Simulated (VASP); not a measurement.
Write the native input for VASP 6.6.1 that does the following.

```
Task                   : single point
Functional             : PBE
Potentials or basis    : VASP PAW PBE potentials, release 64 (Pb_d, Te)
Cutoff                 : 520 eV
k mesh                 : 8 × 8 × 8
Occupations            : fermi-dirac, width 0.02 eV
Spin                   : no spin polarisation
Dipole correction      : no
Further INCAR settings : ALGO = Normal; EDIFF = 1e-06; NBANDS = 17
```

The structure of TePb lies in POSCAR:

```
TePb
1.0
    0.0000000000      3.3985503228      3.3985503228
    3.3985503228      0.0000000000      3.3985503228
    3.3985503228      3.3985503228      0.0000000000
Pb Te
1 1
Direct
    0.0000000000      0.0000000000      0.0000000000
    0.5000000000      0.5000000000      0.5000000000
```

This cell differs from its parent crystal: strain +4.0%.

These files were run (other wordings do the same):

INCAR

```
ALGO     = Normal         # electronic algorithm
EDIFF    = 1E-6           # SCF threshold, eV
ENCUT    = 520            # plane-wave cutoff, eV
GGA      = PE             # functional
ISIF     = 2              # what is computed and relaxed
ISMEAR   = -1             # smearing method
LASPH    = True           # aspherical terms in the spheres
LCHARG   = False          # write CHGCAR
LREAL    = False          # projectors in reciprocal space
LWAVE    = False          # write WAVECAR
NBANDS   = 17             # bands
NELM     = 80             # most SCF steps
PREC     = Accurate       # precision mode
SIGMA    = 0.02           # smearing width, eV
```

KPOINTS

```
k-points
0
Gamma
  8 8 8
```

Potentials or basis: VASP PAW PBE potentials, release 64 (Pb_d, Te).

Command:

```sh
$ cat potpaw_PBE.64/Pb_d/POTCAR potpaw_PBE.64/Te/POTCAR > POTCAR
$ mpirun -np 1 vasp_std > vasp.out
```

Results of the run:

The pressure is -3.2 GPa and the band gap on the k mesh is 0.98 eV.

Caveat: the cell differs from its parent crystal (strain +4.0%); the cell stands under tension; spin-orbit coupling is left out, which moves the levels of the heavy elements.

Run time: 39 s on 1 thread of Intel Xeon 8259CL, on a shared host, peak memory 0.22 GiB.
